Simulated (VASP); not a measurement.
# Pd (Fm-3m) in VASP: notebook

The runs below take Pd through single point, relaxation of volume and atoms at fixed shape, with LDA.

Program: VASP 6.6.1. These are calculated values, not measurements. Logs are shortened: lines on timing, memory, paths and dates and some standing lists are left out, and cuts for length are marked.

**1. The cell of the first run**

The structure is cubic, space group Fm-3m (No. 225). The conventional cell has a = 3.837 Å, b = 3.837 Å, c = 3.837 Å, α = 90.00°, β = 90.00°, γ = 90.00°. Within 3.6 Å of Pd (site symmetry m-3m) lie 12 Pd at 2.71 Å.

**2. Single point, LDA**

File INCAR:

```
SYSTEM = Pd
  PREC = Accurate
  ENCUT = 500
  EDIFF = 1E-6
  ISMEAR = 1
  SIGMA = 0.05
  LREAL = .FALSE.
  LASPH = .TRUE.
  NELM = 120
  ALGO = Normal
  ISIF = 2
  LWAVE = .FALSE.
  LCHARG = .TRUE.
  LELF = .TRUE.
  LVHAR = .TRUE.
  NBANDS = 28
  GGA_COMPAT = .FALSE.
```

File KPOINTS:

```
Automatic mesh
0
G
  5 5 5
  0 0 0
```

File POSCAR:

```
Pd
1.0
    3.8369944705      0.0000000000      0.0000000000
    0.0000000000      3.8369944705      0.0000000000
    0.0000000000      0.0000000000      3.8369944705
Pd
4
Direct
    0.0000000000      0.0000000000      0.0000000000
    0.0000000000      0.5000000000      0.5000000000
    0.5000000000      0.0000000000      0.5000000000
    0.5000000000      0.5000000000      0.0000000000
```

Potentials or basis: VASP PAW LDA potentials, release 64 (Pd).

Command:

```
cat potpaw_LDA.64/Pd/POTCAR > POTCAR
mpirun -np 1 vasp_std > vasp.out
```

OUTCAR:

```text
SYSTEM = Pd
   PREC = Accurate
   ENCUT = 500
   EDIFF = 1E-6
   ISMEAR = 1
   LREAL = .FALSE.
   LASPH = .TRUE.
   NELM = 120
   ISIF = 2

 ion  position               nearest neighbor table
   1  0.000  0.000  0.000-   2 2.71   3 2.71   4 2.71   2 2.71   3 2.71   2 2.71   4 2.71   2 2.71
                             3 2.71   4 2.71   3 2.71   4 2.71
   2  0.000  0.500  0.500-   1 2.71   3 2.71   4 2.71   1 2.71   4 2.71   1 2.71   3 2.71   1 2.71
                             3 2.71   4 2.71   4 2.71   3 2.71
   3  0.500  0.000  0.500-   1 2.71   2 2.71   4 2.71   1 2.71   4 2.71   2 2.71   4 2.71   4 2.71
                             1 2.71   2 2.71   1 2.71   2 2.71
   4  0.500  0.500  0.000-   1 2.71   2 2.71   3 2.71   2 2.71   3 2.71   1 2.71   3 2.71   3 2.71
                             1 2.71   2 2.71   2 2.71   1 2.71

  LATTYP: Found a simple cubic cell.
 ALAT       =     3.8369944705

  Lattice vectors:

 A1 = (   3.8369944705,   0.0000000000,   0.0000000000)
 A2 = (   0.0000000000,   3.8369944705,   0.0000000000)
 A3 = (   0.0000000000,   0.0000000000,   3.8369944705)

Analysis of symmetry for initial positions (statically):
=====================================================================
 Subroutine PRICEL returns following result:

  LATTYP: Found a face centered cubic cell.
 ALAT       =     3.8369944705

  Lattice vectors:

 A1 = (   1.9184972353,  -1.9184972353,   0.0000000000)
 A2 = (   1.9184972353,   0.0000000000,   1.9184972352)
 A3 = (   0.0000000000,  -1.9184972353,   1.9184972353)

   4 primitive cells build up your supercell.

 Routine SETGRP: Setting up the symmetry group for a
 simple cubic supercell.

 Subroutine GETGRP returns: Found 48 space group operations
 (whereof 48 operations were pure point group operations)
 out of a pool of 48 trial point group operations.

The static configuration has the point symmetry O_h .

Analysis of symmetry for dynamics (positions and initial velocities):
=====================================================================
 Subroutine PRICEL returns following result:

  LATTYP: Found a face centered cubic cell.
 ALAT       =     3.8369944705

  Lattice vectors:

 A1 = (   1.9184972353,  -1.9184972353,   0.0000000000)
 A2 = (   1.9184972353,   0.0000000000,   1.9184972352)
 A3 = (   0.0000000000,  -1.9184972353,   1.9184972353)

   4 primitive cells build up your supercell.

 Routine SETGRP: Setting up the symmetry group for a
 simple cubic supercell.

 Subroutine GETGRP returns: Found 48 space group operations
 (whereof 48 operations were pure point group operations)
 out of a pool of 48 trial point group operations.

The dynamic configuration has the point symmetry O_h .

 Subroutine INISYM returns: Found 48 space group operations
 (whereof 48 operations are pure point group operations),
 and found     4 'primitive' translations

----------------------------------------------------------------------------------------

                                     Primitive cell

  volume of cell :      14.1226

  direct lattice vectors                    reciprocal lattice vectors
     1.918497235 -1.918497235  0.000000000     0.260620652 -0.260620652 -0.260620652
     1.918497235  0.000000000  1.918497235     0.260620652  0.260620652  0.260620652
     0.000000000 -1.918497235  1.918497235    -0.260620652 -0.260620652  0.260620652

  length of vectors
     2.713164809  2.713164809  2.713164809     0.451408210  0.451408210  0.451408210

  position of ions in fractional coordinates (direct lattice)
     0.000000000  0.000000000  0.000000000

  ion indices of the primitive-cell ions
   primitive index   ion index
                 1           1

----------------------------------------------------------------------------------------

 KPOINTS: Automatic mesh

Automatic generation of k-mesh.
 Grid dimensions read from file:
 generate k-points for:    5    5    5

 Generating k-lattice:

  Cartesian coordinates                     Fractional coordinates (reciprocal lattice)
     0.052124130  0.000000000  0.000000000     0.200000000  0.000000000  0.000000000
     0.000000000  0.052124130  0.000000000     0.000000000  0.200000000  0.000000000
     0.000000000  0.000000000  0.052124130     0.000000000  0.000000000  0.200000000

  Length of vectors
     0.052124130  0.052124130  0.052124130

  Shift w.r.t. Gamma in fractional coordinates (k-lattice)
     0.000000000  0.000000000  0.000000000

 Subroutine IBZKPT returns following result:
 ===========================================

 Found     10 irreducible k-points:

 Following reciprocal coordinates:
            Coordinates               Weight
  0.000000  0.000000  0.000000      1.000000
  0.200000  0.000000  0.000000      6.000000
  0.400000  0.000000  0.000000      6.000000
  0.200000  0.200000  0.000000     12.000000
  0.400000  0.200000  0.000000     24.000000
  0.400000  0.400000  0.000000     12.000000
  0.200000  0.200000  0.200000      8.000000
  0.400000  0.200000  0.200000     24.000000
  0.400000  0.400000  0.200000     24.000000
  0.400000  0.400000  0.400000      8.000000
   k-points           NKPTS =     10   k-points in BZ     NKDIM =     10   number of bands    NBANDS=     28
   number of dos      NEDOS =    301   number of ions     NIONS =      4
   total plane-waves  NPLWV =  21952
   dimension x,y,z NGX =    28 NGY =   28 NGZ =   28
   dimension x,y,z NGXF=    56 NGYF=   56 NGZF=   56
   ions per type =               4
   NGX,Y,Z   is equivalent  to a cutoff of  12.13, 12.13, 12.13 a.u.
   NGXF,Y,Z  is equivalent  to a cutoff of  24.26, 24.26, 24.26 a.u.
 SYSTEM =  Pd
   PREC   = accura    normal or accurate (medium, high low for compatibility)
   ISTART =      0    job   : 0-new  1-cont  2-samecut
   ICHARG =      2    charge: 1-file 2-atom 10-const
   ISPIN  =      1    spin polarized calculation?
   LNONCOLLINEAR =      F non collinear calculations
   LSORBIT =      F    spin-orbit coupling
   LASPH  =      T    aspherical Exc in radial PAW
   ENCUT  =  500.0 eV  36.75 Ry    6.06 a.u.   7.00  7.00  7.00*2*pi/ulx,y,z
   NELM   =    120;   NELMIN=  2; NELMDL= -5     # of ELM steps
   EDIFF  = 0.1E-05   stopping-criterion for ELM
   LREAL  =      F    real-space projection
   EDIFFG = 0.1E-04   stopping-criterion for IOM
   NSW    =      0    number of steps for IOM
   IBRION =     -1    ionic relax: 0-MD 1-quasi-New 2-CG
   NFREE  =      0    steps in history (QN), initial steepest desc. (CG)
   ISIF   =      2    stress and relaxation
   ISYM   =      2    0-nonsym 1-usesym 2-fastsym
   POTIM  = 0.5000    time-step for ionic-motion
   TEBEG  =    0.0;   TEEND  =   0.0 temperature during run
   PSTRESS=    0.0 pullay stress
   NELECT =      40.0000    total number of electrons
   NUPDOWN=      -1.0000    fix difference up-down
   EMIN   =  10.00;   EMAX   =-10.00  energy-range for DOS
   EFERMI =   0.00;   METHOD = LEGACY
   ISMEAR =     1;   SIGMA  =   0.05  broadening in eV -4-tet -1-fermi 0-gaus
   EFERMI_NEDOS =   21; number of points for ismear=-14 and -15
   IALGO  =     38    algorithm
   IMIX   =      4    mixing-type and parameters
     AMIX     =   0.40;   BMIX     =  1.00
     AMIX_MAG =   1.60;   BMIX_MAG =  1.00
  volume/ion in A,a.u.               =      14.12        95.30
  Fermi-wavevector in a.u.,A,eV,Ry     =   1.459162  2.757417 28.968915  2.129155
  Thomas-Fermi vector in A             =   2.575762
   LORBIT       =      0    0 simple, 1 ext, 2 COOP (PROOUT), +10 PAW based schemes
   GGA     = CA    functional components
   LHFCALC =     F    Hartree Fock is set to
   AEXX    =    0.0000 exact exchange contribution
   IVDW    =     0    specifies the selected vdW correction
   LEPSILON=     F    determine dielectric tensor
   LRPA    =     F    only Hartree local field effects (RPA)
 non-spin polarized calculation
 Methfessel and Paxton  Order N= 1 SIGMA  =   0.05
  energy-cutoff  :      500.00
  volume of cell :       56.49
 maximum number of plane-waves:      1445
 NGX is ok and might be reduce to    28
   NGX = 13   NGY = 13   NGZ = 13

 number of electron      40.0000041 magnetization

 Free energy of the ion-electron system (eV)
  ---------------------------------------------------
  ext. energy  EPLUGINS =         0.00000000
  ---------------------------------------------------
  free energy    TOTEN  =       -26.01788562 eV

  energy without entropy =      -26.02226792  energy(sigma->0) =      -26.01934639

 E-fermi :  10.2817     XC(G=0): -13.7854

 val. band max:       10.2513993612   @ k =   0.4000   0.2000   0.2000
 cond. band min:      10.3125579172   @ k =   0.0000   0.0000   0.0000
 fundamental gap:      0.0611585560
 Fermi energy:        10.2817195926

 k-point     1 :       0.0000    0.0000    0.0000
  band No.  band energies     occupation
      1       2.7753      2.00000
      2       4.5369      2.00000
      3       4.5369      2.00000
      4       4.5369      2.00000
      5       4.8418      2.00000
      6       4.8418      2.00000
[... 20 lines left out ...]
     27      21.5310      0.00000
     28      23.6556      0.00000

 k-point     2 :       0.2000    0.0000    0.0000
  band No.  band energies     occupation
      1       3.2708      2.00000
      2       4.7713      2.00000
      3       4.8562      2.00000
      4       4.8562      2.00000
      5       5.0377      2.00000
      6       5.1442      2.00000
[... 20 lines left out ...]
     27      22.8452      0.00000
     28      22.8452      0.00000

 k-point     3 :       0.4000    0.0000    0.0000
  band No.  band energies     occupation
      1       4.5069      2.00000
      2       5.1631      2.00000
      3       5.5268      2.00000
      4       5.5268      2.00000
      5       5.5805      2.00000
      6       6.0370      2.00000
[... 20 lines left out ...]
     27      21.0407      0.00000
     28      21.0407      0.00000

 k-point     4 :       0.2000    0.2000    0.0000
  band No.  band energies     occupation
      1       3.7241      2.00000
      2       5.0308      2.00000
      3       5.1053      2.00000
      4       5.1053      2.00000
      5       5.3174      2.00000
      6       5.3174      2.00000
[... 20 lines left out ...]
     27      23.3821      0.00000
     28      23.3821      0.00000

 k-point     5 :       0.4000    0.2000    0.0000
  band No.  band energies     occupation
      1       4.8606      2.00000
      2       5.5315      2.00000
      3       5.6410      2.00000
      4       5.7914      2.00000
      5       5.8239      2.00000
      6       6.1321      2.00000
[... 20 lines left out ...]
     27      21.6268      0.00000
     28      22.1035      0.00000

 k-point     6 :       0.4000    0.4000    0.0000
  band No.  band energies     occupation
      1       5.6563      2.00000
      2       5.9412      2.00000
      3       6.3364      2.00000
      4       6.3364      2.00000
      5       6.3566      2.00000
      6       6.3566      2.00000
[... 20 lines left out ...]
     27      23.2855      0.00000
     28      23.2855      0.00000

 k-point     7 :       0.2000    0.2000    0.2000
  band No.  band energies     occupation
      1       4.0752      2.00000
      2       5.1964      2.00000
      3       5.1964      2.00000
      4       5.1964      2.00000
      5       5.7351      2.00000
      6       5.7351      2.00000
[... 20 lines left out ...]
     27      20.6771      0.00000
     28      24.2260      0.00000

 k-point     8 :       0.4000    0.2000    0.2000
  band No.  band energies     occupation
      1       4.8880      2.00000
      2       5.3681      2.00000
      3       5.6953      2.00000
      4       5.6953      2.00000
      5       6.2819      2.00000
      6       6.2819      2.00000
[... 20 lines left out ...]
     27      22.6202      0.00000
     28      24.7791      0.00000

 k-point     9 :       0.4000    0.4000    0.2000
  band No.  band energies     occupation
      1       5.0607      2.00000
      2       5.4055      2.00000
      3       5.4055      2.00000
      4       5.5091      2.00000
      5       6.6342      2.00000
      6       6.8096      2.00000
[... 20 lines left out ...]
     27      20.1732      0.00000
     28      22.3029      0.00000

 k-point    10 :       0.4000    0.4000    0.4000
  band No.  band energies     occupation
      1       4.7181      2.00000
      2       4.9040      2.00000
      3       4.9040      2.00000
      4       4.9040      2.00000
      5       7.0286      2.00000
      6       7.0286      2.00000
[... 20 lines left out ...]
     27      18.2024      0.00000
     28      19.8264      0.00000

------------------------ aborting loop because EDIFF is reached ----------------------------------------

  FORCE on cell =-STRESS in cart. coord.  units (eV):
  Direction    XX          YY          ZZ          XY          YZ          ZX
  --------------------------------------------------------------------------------------
  -------------------------------------------------------------------------------------
  Total        0.1048768      0.1048768      0.1048768      0.0000000      0.0000000      0.0000000
  in kB        2.9745169      2.9745169      2.9745169      0.0000000      0.0000000      0.0000000
  external PRESSURE =       2.9745169 kB  Pullay stress =       0.0000000 kB

 VOLUME and BASIS-vectors are now :
 -----------------------------------------------------------------------------
  energy-cutoff  :      500.00
  volume of cell :       56.49
      direct lattice vectors                 reciprocal lattice vectors
     3.836994471  0.000000000  0.000000000     0.260620652  0.000000000  0.000000000
     0.000000000  3.836994471  0.000000000     0.000000000  0.260620652  0.000000000
     0.000000000  0.000000000  3.836994471     0.000000000  0.000000000  0.260620652

 POSITION                                       TOTAL-FORCE (eV/Angst)
 -----------------------------------------------------------------------------------
      0.00000      0.00000      0.00000         0.000000     -0.000000      0.000000
      0.00000      1.91850      1.91850         0.000000      0.000000      0.000000
      1.91850      0.00000      1.91850        -0.000000     -0.000000     -0.000000
      1.91850      1.91850      0.00000        -0.000000     -0.000000     -0.000000
 -----------------------------------------------------------------------------------
    total drift:                                0.000000      0.000000      0.000000

  FREE ENERGIE OF THE ION-ELECTRON SYSTEM (eV)
  ---------------------------------------------------
  free  energy   TOTEN  =       -26.0178856174 eV

  energy  without entropy=      -26.0222679208  energy(sigma->0) =      -26.01934639
```

It took 22 s on 1 thread of AMD EPYC 7R43 (Zen 3), shared host; peak memory 0.1 GiB.

What came out:

| Property | Result |
| --- | --- |
| Free energy | -26.0179 eV |
| Pressure | 0.3 GPa |
| Band gap on the k mesh | zero (bands 20 and 21 overlap by 0.47 eV) |

(Part 1 of 2 ends here.)

The gap in the log of VASP goes by the Fermi energy; the results here count the filled bands.